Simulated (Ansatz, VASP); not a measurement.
## One calculation of ZrB2, two programs

```
Zr B
1.0
     3.24950    0.00000    0.00000
    -1.62475    2.81415    0.00000
     0.00000    0.00000    3.44830
Zr B
1 2
Direct
  0.00000 0.00000 0.00000
  0.33333 0.66667 0.50000
  0.66667 0.33333 0.50000
```

Alike in both runs: task single point; functional PBEsol; k mesh 15 × 15 × 12; occupations gaussian, width 0.15 eV; no spin polarisation.

|  | VASP | Ansatz |
| --- | --- | --- |
| version | VASP 6.6.1 | Ansatz 0.2.0 |
| potentials or method | VASP PAW PBE potentials, release 64 (Zr_sv, B), cutoff 520 eV | scalar-relativistic, plane waves, PAW |
| valence electrons in the cell | 18 | 18 |

```tsv
	VASP	Ansatz	Ansatz less VASP
gap on the k mesh at the Fermi level (eV)	none	none	-
pressure (GPa)	-9.9	-10.2	-0.31
traceless stress, the component that is largest in VASP (GPa)	10.23	10.23	+0.003
```

VASP's potentials were made for PBE, not for PBEsol. A gap of «none» marks a metal or a gap that the smearing closes. With one functional, cell and mesh, what is left measures potentials, basis and numerics.
